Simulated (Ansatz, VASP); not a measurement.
## One calculation of Sr5AlO2, two programs

```
Sr Al O
1.0
     3.82213    0.00000    0.00000
     0.00000    3.82213    0.00000
     0.00000    0.00000   14.76705
Sr Al O
5 1 2
Direct
  0.50000 0.50000 0.13285
  0.50000 0.50000 0.86715
  0.50000 0.50000 0.50000
  0.00000 0.00000 0.68007
  0.00000 0.00000 0.31993
  0.00000 0.00000 0.00000
  0.50000 0.50000 0.32180
  0.50000 0.50000 0.67820
```

Alike in both runs: functional PBE; k mesh 5 × 5 × 1; occupations gaussian, width 0.2 eV; no spin polarisation.

Ansatz relaxed the structure, and its values are those at the end. VASP's run is a single point on that final structure, the one shown.

|  | VASP | Ansatz |
| --- | --- | --- |
| version | VASP 6.6.1 | Ansatz 0.2.0 |
| potentials or method | VASP PAW PBE potentials, release 64 (Sr_sv, Al, O), cutoff 520 eV | scalar-relativistic, plane waves, PAW |
| valence electrons in the cell | 65 | 65 |

|  | VASP | Ansatz | Ansatz less VASP |
| --- | --- | --- | --- |
| gap on the k mesh at the Fermi level (eV) | none | none | - |
| pressure (GPa) | 0.3 | 0.2 | -0.14 |
| rms of the force components (eV/Å) | 0.010 | 0.014 | +0.0038 |

A gap of «none» marks a metal or a gap that the smearing closes. The functional is the same, so the differences come from potentials, cutoffs and numerics.

The k mesh is coarse, so the values compare programs but aren't converged.
